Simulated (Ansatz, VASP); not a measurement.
## Mo in VASP and in Ansatz

```
Mo
1.0
    -1.56491    1.56491    1.56491
     1.56491   -1.56491    1.56491
     1.56491    1.56491   -1.56491
Mo
1
Direct
  0.00000 0.00000 0.00000
```

Alike in both runs: functional PBEsol; k mesh 23 × 23 × 23; occupations fermi-dirac, width 0.05 eV; no spin polarisation.

Ansatz relaxed the structure, and its values are those at the end. VASP's run is a single point on that final structure, the one shown.

|  | VASP | Ansatz |
| --- | --- | --- |
| version | VASP 6.6.1 | Ansatz 0.2.0 |
| potentials or method | VASP PAW PBE potentials, release 64 (Mo_sv) | PAW with Ansatz's default frozen-core files, scalar-relativistic |
| plane-wave cutoff (eV) | 520 | 420 |
| valence electrons in the cell | 14 | 14 |

```tsv
	VASP	Ansatz	Ansatz less VASP
pressure (GPa)	0.6	0.0	-0.55
```

VASP's potentials were made for PBE, not for PBEsol.
